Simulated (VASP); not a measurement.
# WS2 (Cm) in VASP: notebook

The runs below take WS2 through single point, with PBEsol+D3(BJ).

Program: VASP 6.6.1. These are calculated values, not measurements. Logs are shortened: lines on timing, memory, paths and dates and some standing lists are left out, and cuts for length are marked.

## 1. The cell of the first run

Symmetry: Cm, No. 8, monoclinic system. Conventional cell: a = 5.395 Å, b = 3.115 Å, c = 11.772 Å, α = 90.00°, β = 90.00°, γ = 90.00°. Within 2.5 Å of W (site symmetry m) lie 4 S at 1.89 to 2.37 Å. Within 2.7 Å of W (site symmetry m) lie 5 S at 2.06 to 2.51 Å. S (site symmetry m) has 3 W at 2.51 to 2.89 Å and 10 S at 3.11 to 3.28 Å within 3.3 Å. S (site symmetry m) has 3 W at 2.37 to 2.77 Å and 10 S at 3.11 to 3.28 Å within 3.3 Å. Within 2.7 Å of S (site symmetry m) lie 3 W at 2.06 to 2.50 Å. S (site symmetry m) has 3 W at 1.89 to 2.37 Å within 2.5 Å.

## 2. Single point, PBEsol+D3(BJ)

File INCAR:

```
SYSTEM = WS2
PREC     = Accurate       ! precision mode
ENCUT    = 520            ! plane-wave cutoff, eV
EDIFF    = 1E-7           ! SCF threshold, eV
ISMEAR   = 0              ! smearing method
SIGMA    = 0.05           ! smearing width, eV
LREAL    = .FALSE.        ! projectors in reciprocal space
LASPH    = .TRUE.         ! aspherical terms in the spheres
NELM     = 60             ! most SCF steps
ALGO     = Normal         ! electronic algorithm
ISIF     = 2              ! what is computed and relaxed
LWAVE    = .FALSE.        ! write WAVECAR
LCHARG   = .TRUE.         ! write CHGCAR
GGA      = PS             ! functional
IVDW     = 12             ! dispersion correction
LELF     = .TRUE.         ! ELF
LVHAR    = .TRUE.       
NBANDS   = 35             ! bands
```

File KPOINTS:

```
Automatic mesh
0
G
  12 12 4
  0 0 0
```

File POSCAR:

```
WS2
1.0
    3.1147273971      0.0000000000      0.0000000000
   -1.5573636985      2.6974330517      0.0000000000
    0.0000000000      0.0000000000     11.7722466704
W S
2 4
Direct
    0.3333333333      0.6666666667      0.2500000000
    0.6666666667      0.3333333333      0.7500000000
    0.4728841727      0.7364420863      0.5884983373
    0.8062175060      0.4031087530      0.0884983373
    0.4728841727      0.7364420863      0.8555919549
    0.8062175060      0.4031087530      0.3555919549
```

Potentials or basis: VASP PAW PBE potentials, release 64 (W_sv, S).

The run is started by

```bash
cat potpaw_PBE.64/W_sv/POTCAR potpaw_PBE.64/S/POTCAR > POTCAR
mpirun -np 1 vasp_std > vasp.out
```

OUTCAR:

```text
SYSTEM = WS2
   PREC = Accurate
   ENCUT = 520
   EDIFF = 1E-7
   ISMEAR = 0
   LREAL = .FALSE.
   LASPH = .TRUE.
   NELM = 60
   ISIF = 2
   GGA = PS
   IVDW = 12
 IVDW          = 12

 ion  position               nearest neighbor table
   1  0.333  0.667  0.250-   6 1.89   6 2.37   6 2.37   4 2.37   4 2.77   4 2.77
   2  0.667  0.333  0.750-   5 2.06   5 2.06   5 2.50   3 2.51   3 2.51   3 2.89
   3  0.473  0.736  0.588-   2 2.51   2 2.51   2 2.89
   4  0.806  0.403  0.088-   1 2.37   1 2.77   1 2.77
   5  0.473  0.736  0.856-   2 2.06   2 2.06   2 2.50
   6  0.806  0.403  0.356-   1 1.89   1 2.37   1 2.37

  LATTYP: Found a hexagonal cell.
 ALAT       =     3.1147273971
 C/A-ratio  =     3.7795431733

  Lattice vectors:

 A1 = (   3.1147273971,   0.0000000000,   0.0000000000)
 A2 = (  -1.5573636985,   2.6974330517,   0.0000000000)
 A3 = (   0.0000000000,   0.0000000000,  11.7722466704)

Analysis of symmetry for initial positions (statically):
=====================================================================
 Subroutine PRICEL returns:
 Original cell was already a primitive cell.

 Routine SETGRP: Setting up the symmetry group for a
 hexagonal supercell.

 Subroutine GETGRP returns: Found  2 space group operations
 (whereof  2 operations were pure point group operations)
 out of a pool of 24 trial point group operations.

The static configuration has the point symmetry C_1h.

Analysis of symmetry for dynamics (positions and initial velocities):
=====================================================================
 Subroutine PRICEL returns:
 Original cell was already a primitive cell.

 Routine SETGRP: Setting up the symmetry group for a
 hexagonal supercell.

 Subroutine GETGRP returns: Found  2 space group operations
 (whereof  2 operations were pure point group operations)
 out of a pool of 24 trial point group operations.

The dynamic configuration has the point symmetry C_1h.

 Subroutine INISYM returns: Found  2 space group operations
 (whereof  2 operations are pure point group operations),
 and found     1 'primitive' translations

----------------------------------------------------------------------------------------

                                     Primitive cell

  volume of cell :      98.9077

  direct lattice vectors                    reciprocal lattice vectors
     3.114727397  0.000000000  0.000000000     0.321055384  0.185361412  0.000000000
    -1.557363698  2.697433052  0.000000000     0.000000000  0.370722825  0.000000000
     0.000000000  0.000000000 11.772246670     0.000000000  0.000000000  0.084945553

  length of vectors
     3.114727397  3.114727397 11.772246670     0.370722825  0.370722825  0.084945553

  position of ions in fractional coordinates (direct lattice)
     0.333333333  0.666666667  0.250000000
     0.666666667  0.333333333  0.750000000
     0.472884173  0.736442086  0.588498337
     0.806217506  0.403108753  0.088498337
     0.472884173  0.736442086  0.855591955
     0.806217506  0.403108753  0.355591955

  ion indices of the primitive-cell ions
   primitive index   ion index
                 1           1
                 2           2
                 3           3
                 4           4
                 5           5
                 6           6

----------------------------------------------------------------------------------------

 KPOINTS: Automatic mesh

Automatic generation of k-mesh.
 Grid dimensions read from file:
 generate k-points for:   12   12    4

 Generating k-lattice:

  Cartesian coordinates                     Fractional coordinates (reciprocal lattice)
     0.026754615  0.015446784  0.000000000     0.083333333  0.000000000  0.000000000
     0.000000000  0.030893569  0.000000000     0.000000000  0.083333333  0.000000000
     0.000000000  0.000000000  0.021236388     0.000000000  0.000000000  0.250000000

  Length of vectors
     0.030893569  0.030893569  0.021236388

  Shift w.r.t. Gamma in fractional coordinates (k-lattice)
     0.000000000  0.000000000  0.000000000

 Subroutine IBZKPT returns following result:
 ===========================================

 Found    164 irreducible k-points:

 Following reciprocal coordinates:
            Coordinates               Weight
  0.000000  0.000000  0.000000      1.000000
  0.083333 -0.000000  0.000000      2.000000
  0.000000  0.083333  0.000000      4.000000
  0.166667 -0.000000  0.000000      2.000000
  0.000000  0.166667  0.000000      4.000000
  0.250000 -0.000000  0.000000      2.000000
[... 16 lines left out ...]
 -0.083333  0.416667  0.000000      4.000000
 -0.416667  0.333333  0.000000      4.000000
 [... further k-points ...]
   k-points           NKPTS =    164   k-points in BZ     NKDIM =    164   number of bands    NBANDS=     35
   number of dos      NEDOS =    301   number of ions     NIONS =      6
   total plane-waves  NPLWV =  51840
   dimension x,y,z NGX =    24 NGY =   24 NGZ =   90
   dimension x,y,z NGXF=    48 NGYF=   48 NGZF=  180
   ions per type =               2   4
   NGX,Y,Z   is equivalent  to a cutoff of  12.81, 12.81, 12.71 a.u.
   NGXF,Y,Z  is equivalent  to a cutoff of  25.62, 25.62, 25.42 a.u.
 SYSTEM =  WS2
   PREC   = accura    normal or accurate (medium, high low for compatibility)
   ISTART =      0    job   : 0-new  1-cont  2-samecut
   ICHARG =      2    charge: 1-file 2-atom 10-const
   ISPIN  =      1    spin polarized calculation?
   LNONCOLLINEAR =      F non collinear calculations
   LSORBIT =      F    spin-orbit coupling
   LASPH  =      T    aspherical Exc in radial PAW
   ENCUT  =  520.0 eV  38.22 Ry    6.18 a.u.   5.79  5.79 21.89*2*pi/ulx,y,z
   NELM   =     60;   NELMIN=  2; NELMDL= -5     # of ELM steps
   EDIFF  = 0.1E-06   stopping-criterion for ELM
   LREAL  =      F    real-space projection
   EDIFFG = 0.1E-05   stopping-criterion for IOM
   NSW    =      0    number of steps for IOM
   IBRION =     -1    ionic relax: 0-MD 1-quasi-New 2-CG
   NFREE  =      0    steps in history (QN), initial steepest desc. (CG)
   ISIF   =      2    stress and relaxation
   ISYM   =      2    0-nonsym 1-usesym 2-fastsym
   POTIM  = 0.5000    time-step for ionic-motion
   TEBEG  =    0.0;   TEEND  =   0.0 temperature during run
   PSTRESS=    0.0 pullay stress
   NELECT =      52.0000    total number of electrons
   NUPDOWN=      -1.0000    fix difference up-down
   EMIN   =  10.00;   EMAX   =-10.00  energy-range for DOS
   EFERMI =   0.00;   METHOD = LEGACY
   ISMEAR =     0;   SIGMA  =   0.05  broadening in eV -4-tet -1-fermi 0-gaus
   EFERMI_NEDOS =   21; number of points for ismear=-14 and -15
   IALGO  =     38    algorithm
   IMIX   =      4    mixing-type and parameters
     AMIX     =   0.40;   BMIX     =  1.00
     AMIX_MAG =   1.60;   BMIX_MAG =  1.00
  volume/ion in A,a.u.               =      16.48       111.24
  Fermi-wavevector in a.u.,A,eV,Ry     =   1.321293  2.496882 23.753271  1.745816
  Thomas-Fermi vector in A             =   2.451058
   LORBIT       =      0    0 simple, 1 ext, 2 COOP (PROOUT), +10 PAW based schemes
   GGA     = PS    functional components
   LHFCALC =     F    Hartree Fock is set to
   AEXX    =    0.0000 exact exchange contribution
   IVDW    =    12    specifies the selected vdW correction
   LEPSILON=     F    determine dielectric tensor
   LRPA    =     F    only Hartree local field effects (RPA)
 non-spin polarized calculation
 Gauss-broadening in eV      SIGMA  =   0.05
  energy-cutoff  :      520.00
  volume of cell :       98.91
 maximum number of plane-waves:      2690
   NGX = 11   NGY = 11   NGZ = 43

 number of electron      52.0000005 magnetization

 Free energy of the ion-electron system (eV)
  ---------------------------------------------------
  ext. energy  EPLUGINS =         0.00000000
  ---------------------------------------------------
  free energy    TOTEN  =       -43.14807345 eV

  energy without entropy =      -43.14655038  energy(sigma->0) =      -43.14731191

 E-fermi :   8.5700     XC(G=0): -11.5543

 val. band max:        8.5674165155   @ k =   0.1667   0.1667   0.2500
 cond. band min:       8.5755170006   @ k =   0.1667  -0.0000   0.0000
 fundamental gap:      0.0081004852
 Fermi energy:         8.5699582259

 k-point     1 :       0.0000    0.0000    0.0000
  band No.  band energies     occupation
      1     -66.1035      2.00000
      2     -66.0252      2.00000
      3     -30.7861      2.00000
      4     -30.5909      2.00000
      5     -30.4626      2.00000
      6     -30.2498      2.00000
[... 27 lines left out ...]
     34      13.3472      0.00000
     35      14.6454      0.00000

 k-point     2 :       0.0833   -0.0000    0.0000
  band No.  band energies     occupation
      1     -66.1020      2.00000
      2     -66.0235      2.00000
      3     -30.7947      2.00000
      4     -30.5873      2.00000
      5     -30.4694      2.00000
      6     -30.2690      2.00000
[... 27 lines left out ...]
     34      13.3970      0.00000
     35      14.5978      0.00000

 k-point     3 :       0.0000    0.0833    0.0000
  band No.  band energies     occupation
      1     -66.1018      2.00000
      2     -66.0236      2.00000
      3     -30.7883      2.00000
      4     -30.5871      2.00000
      5     -30.4903      2.00000
      6     -30.2575      2.00000
[... 27 lines left out ...]
     34      13.3250      0.00000
     35      14.8308      0.00000

 k-point     4 :       0.1667   -0.0000    0.0000
  band No.  band energies     occupation
      1     -66.0977      2.00000
      2     -66.0188      2.00000
      3     -30.8249      2.00000
      4     -30.5787      2.00000
      5     -30.4877      2.00000
      6     -30.3136      2.00000
[... 27 lines left out ...]
     34      13.4870      0.00000
     35      14.8714      0.00000

 k-point     5 :       0.0000    0.1667    0.0000
  band No.  band energies     occupation
      1     -66.0972      2.00000
      2     -66.0191      2.00000
      3     -30.7966      2.00000
      4     -30.5954      2.00000
      5     -30.5487      2.00000
      6     -30.2819      2.00000
[... 638 lines left out ...]
 k-point    22 :       0.3333    0.0833    0.0000
  band No.  band energies     occupation
      1     -66.0830      2.00000
      2     -66.0029      2.00000
      3     -30.9852      2.00000
      4     -30.6030      2.00000
      5     -30.5578      2.00000
      6     -30.4212      2.00000
[... 27 lines left out ...]
     34      13.0767      0.00000
     35      14.0138      0.00000

 k-point    23 :      -0.0833    0.4167    0.0000
  band No.  band energies     occupation
      1     -66.0813      2.00000
      2     -66.0042      2.00000
      3     -30.8669      2.00000
      4     -30.8453      2.00000
      5     -30.5177      2.00000
      6     -30.4035      2.00000
[... 27 lines left out ...]
     34      13.2281      0.00000
     35      14.0488      0.00000

 k-point    24 :      -0.4167    0.3333    0.0000
  band No.  band energies     occupation
      1     -66.0817      2.00000
      2     -66.0039      2.00000
      3     -30.8808      2.00000
      4     -30.8247      2.00000
      5     -30.5224      2.00000
      6     -30.3980      2.00000
[... 27 lines left out ...]
     34      13.1667      0.00000
     35      14.1099      0.00000

 [... further k-points ...]

------------------------ aborting loop because EDIFF is reached ----------------------------------------

 Edisp (eV)   -2.49555

 E8    (eV) :    -1.6190

  FORCE on cell =-STRESS in cart. coord.  units (eV):
  Direction    XX          YY          ZZ          XY          YZ          ZX
  --------------------------------------------------------------------------------------
  -------------------------------------------------------------------------------------
  Total      14.47607    13.90457    16.56571     0.49493    -7.60401   -13.17054
  in kB     234.49362   225.23621   268.34310     8.01716  -123.17524  -213.34577
  external pressure =      242.69 kB  Pullay stress =        0.00 kB

 VOLUME and BASIS-vectors are now :
 -----------------------------------------------------------------------------
  energy-cutoff  :      520.00
  volume of cell :       98.91
      direct lattice vectors                 reciprocal lattice vectors
     3.114727397  0.000000000  0.000000000     0.321055384  0.185361412  0.000000000
    -1.557363698  2.697433052  0.000000000     0.000000000  0.370722825  0.000000000
     0.000000000  0.000000000 11.772246670     0.000000000  0.000000000  0.084945553

 POSITION                                       TOTAL-FORCE (eV/Angst)
 -----------------------------------------------------------------------------------
     -0.00000      1.79829      2.94306        10.704884      6.180468    -13.801139
      1.55736      0.89914      8.82919         5.943643      3.431564    -11.071708
      0.32600      1.98650      6.92795        -1.298634     -0.749767      2.026534
      1.88336      1.08736      1.04182        -1.026833     -0.592842      2.122883
      0.32600      1.98650     10.07224        -4.678998     -2.701421      9.055453
      1.88336      1.08736      4.18612        -9.644062     -5.568002     11.667978
 -----------------------------------------------------------------------------------
    total drift:                               -0.000166     -0.000095     -0.000062

  FREE ENERGIE OF THE ION-ELECTRON SYSTEM (eV)
  ---------------------------------------------------
  free  energy   TOTEN  =       -45.6436252395 eV

  energy  without entropy=      -45.6421021732  energy(sigma->0) =      -45.64286371
```

Wall time 11 min (1 thread of Intel Xeon 8259CL, shared host); peak memory 0.55 GiB.

What came out:

| Item | Value |
| --- | --- |
| Free energy | -45.6436 eV |
| Pressure | 24.3 GPa |
| Largest force | 18.527 eV/Å |
| Band gap on the k mesh | zero (bands 26 and 27 overlap by 0.42 eV) |
| Dispersion energy per atom | -0.416 eV |

Forces on the atoms (eV/Å):
```
W    10.705   6.180 -13.801
W     5.944   3.432 -11.072
S    -1.299  -0.750   2.027
S    -1.027  -0.593   2.123
S    -4.679  -2.701   9.055
S    -9.644  -5.568  11.668
```

Levels at points of the mesh, in eV from the Fermi level:
| k point | band 22 | band 23 | band 24 | band 25 | band 26 | band 27 | band 28 | band 29 | band 30 | band 31 |
| --- | --- | --- | --- | --- | --- | --- | --- | --- | --- | --- |
| (0.00, 0.00, 0.00) | -2.17 | -0.51 | -0.36 | 0.08 | 0.18 | 0.31 | 0.76 | 0.93 | 1.39 | 1.50 |
| (0.50, 0.00, 0.00) | -2.79 | -2.67 | -1.66 | -1.33 | -0.59 | 1.03 | 1.56 | 1.96 | 2.22 | 2.65 |
| (0.00, 0.50, 0.00) | -3.18 | -2.56 | -1.80 | -0.70 | -0.11 | 0.96 | 1.19 | 1.59 | 1.64 | 2.46 |
| (0.00, 0.00, 0.50) | -2.17 | -0.51 | -0.38 | 0.12 | 0.20 | 0.30 | 0.71 | 0.95 | 1.32 | 1.58 |
| (0.50, 0.00, 0.50) | -2.81 | -2.70 | -1.58 | -1.41 | -0.63 | 1.11 | 1.56 | 1.95 | 2.16 | 2.92 |
| (0.00, 0.50, 0.50) | -3.21 | -2.55 | -1.90 | -0.59 | -0.15 | 0.96 | 1.20 | 1.46 | 1.79 | 2.50 |

Caveat: the cell differs from its parent crystal (all S atoms moved -0.500 Å, as atom 3 towards its neighbour atom 2 (W) at 2.389 Å); the cell stands under pressure; the PAW data sets were made with another functional, which shifts forces and pressure a little; spin-orbit coupling is left out, which moves the levels of the heavy elements.

## 3. Single point, PBEsol+D3(BJ)

File INCAR:

```
SYSTEM = WS2
PREC = Accurate
ENCUT = 520
EDIFF = 1E-6
ISMEAR = 0
SIGMA = 0.05
LREAL = .False.
LASPH = .True.
NELM = 80
ALGO = Normal
ISIF = 2
LWAVE = .False.
LCHARG = .False.
GGA = PS
IVDW = 12
NBANDS = 35
```

File KPOINTS:

```
regular mesh
0
Gamma
  12 12 4
  0 0 0
```

File POSCAR:

```
WS2
1.0
    3.1147273971      0.0000000000      0.0000000000
   -1.5573636985      2.6974330517      0.0000000000
    0.0000000000      0.0000000000     11.7722466704
W S
2 4
Direct
    0.3333333333      0.6666666667      0.2500000000
    0.6666666667      0.3333333333      0.7500000000
    0.2112263489      0.6056131745      0.6409136884
    0.5445596822      0.2722798411      0.1409136884
    0.2112263489      0.6056131745      0.9080073060
    0.5445596822      0.2722798411      0.4080073060
```

Potentials or basis: VASP PAW PBE potentials, release 64 (W_sv, S).

The run is started by

```bash
cat potpaw_PBE.64/W_sv/POTCAR potpaw_PBE.64/S/POTCAR > POTCAR
mpirun -np 1 vasp_std > vasp.out
```

It took 8.9 min on 1 thread of Intel Xeon 8259CL, shared host; peak memory 0.55 GiB.

Results (log left out):

```yaml
Free_energy: -47.4271 eV
Pressure: 18.5 GPa
Largest_force: 15.124 eV/Å
Band_gap_on_the_k_mesh: zero (bands 26 and 27 overlap by 0.17 eV)
Dispersion_energy_per_atom: -0.416 eV
```

Forces in eV/Å, atoms in the order of the input:
```
W   -5.567 -3.214  9.845
W   -8.544 -4.933 11.462
S    7.371  4.256 -9.271
S    4.203  2.427 -7.719
S    1.147  0.662 -2.176
S    1.390  0.803 -2.142
```

Stress tensor (GPa, compression positive):
```
 17.56   0.30 -16.19
  0.30  17.21  -9.35
-16.19  -9.35  20.62
```

Levels at points of the mesh, in eV from the Fermi level:
```csv
k point,band 22,band 23,band 24,band 25,band 26,band 27,band 28,band 29,band 30,band 31
"(0.00, 0.00, 0.00)",-2.32,-0.70,-0.56,-0.04,0.01,0.31,0.58,0.98,1.25,1.66
"(0.50, 0.00, 0.00)",-2.88,-2.64,-1.85,-1.50,-0.90,1.17,1.61,1.98,2.27,2.65
"(0.00, 0.50, 0.00)",-3.22,-2.65,-2.03,-0.95,-0.38,1.12,1.37,1.69,1.72,2.41
"(0.00, 0.00, 0.50)",-2.33,-0.71,-0.57,-0.02,0.07,0.31,0.55,1.00,1.24,1.67
"(0.50, 0.00, 0.50)",-2.92,-2.66,-1.78,-1.58,-0.93,1.25,1.61,1.97,2.21,2.86
"(0.00, 0.50, 0.50)",-3.27,-2.65,-2.11,-0.82,-0.43,1.13,1.38,1.57,1.87,2.47
```

Caveat: the cell differs from its parent crystal (all S atoms moved +0.438 Å, as atom 3 towards its neighbour atom 2 (W) at 2.389 Å); the cell stands under pressure; the PAW data sets were made with another functional, which shifts forces and pressure a little; spin-orbit coupling is left out, which moves the levels of the heavy elements.

The gap in the log of VASP goes by the Fermi energy; the results here count the filled bands.